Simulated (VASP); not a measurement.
A run of VASP 6.6.1:

INCAR

```
PREC = Accurate ; ENCUT = 520
EDIFF = 1E-6 ; ISMEAR = -1
SIGMA = 0.05 ; LREAL = False
LASPH = True ; NELM = 150
ALGO = Normal ; ISIF = 2
LWAVE = False ; LCHARG = False
ISPIN = 2 ; MAGMOM = 2
LORBIT = 11 ; LMAXMIX = 4
GGA = PE ; NBANDS = 16
```

The input KPOINTS:

```
regular mesh
0
Gamma
  21 21 21
```

Contents of POSCAR:

```
Cr
1.0
   -1.3491192624      1.3491192624      1.3491192624
    1.3491192624     -1.3491192624      1.3491192624
    1.3491192624      1.3491192624     -1.3491192624
Cr
1
Direct
    0.0000000000      0.0000000000      0.0000000000
```

Potentials or basis: VASP PAW PBE potentials, release 64 (Cr_pv).

Run with:

```bash
$ cat potpaw_PBE.64/Cr_pv/POTCAR > POTCAR
$ mpirun -np 1 vasp_std > vasp.out
```

Hardware: 1 thread of Intel Xeon 8259CL, on a shared host.

Q: Estimate the wall time of this run.

A: Wall time 92 s on 1 thread of Intel Xeon 8259CL, on a shared host, peak memory 0.18 GiB. Counts: scf iterations 14, k points 286.
